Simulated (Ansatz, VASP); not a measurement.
# Nb3Ag in VASP and in Ansatz

```
CELL_PARAMETERS angstrom
4.99000 0.00000 0.00000
0.00000 4.99000 0.00000
0.00000 0.00000 4.99000
ATOMIC_POSITIONS crystal
Nb 0.00000 0.50000 0.50000
Nb 0.50000 0.00000 0.50000
Nb 0.50000 0.50000 0.00000
Ag 0.50000 0.50000 0.50000
```

Alike in both runs: functional PBE; k mesh 4 × 4 × 4; occupations gaussian, width 0.1 eV; no spin polarisation.

Ansatz relaxed the structure, and its values are those at the end. VASP's run is a single point on that final structure, the one shown.

```csv
,VASP,Ansatz
version,VASP 6.6.1,Ansatz 0.2.0
potentials or method,"VASP PAW PBE potentials, release 64 (Nb_sv, Ag), cutoff 520 eV","scalar-relativistic, plane waves, PAW"
valence electrons in the cell,50,58
```

```tsv
	VASP	Ansatz	Ansatz less VASP
gap on the k mesh at the Fermi level (eV)	none	none	-
pressure (GPa)	-0.2	0.0	+0.22
```

A gap of «none» marks a metal or a gap that the smearing closes. VASP's potentials hold 50 valence electrons a cell and Ansatz's 58, so a difference there can come from the potentials and not from the codes.
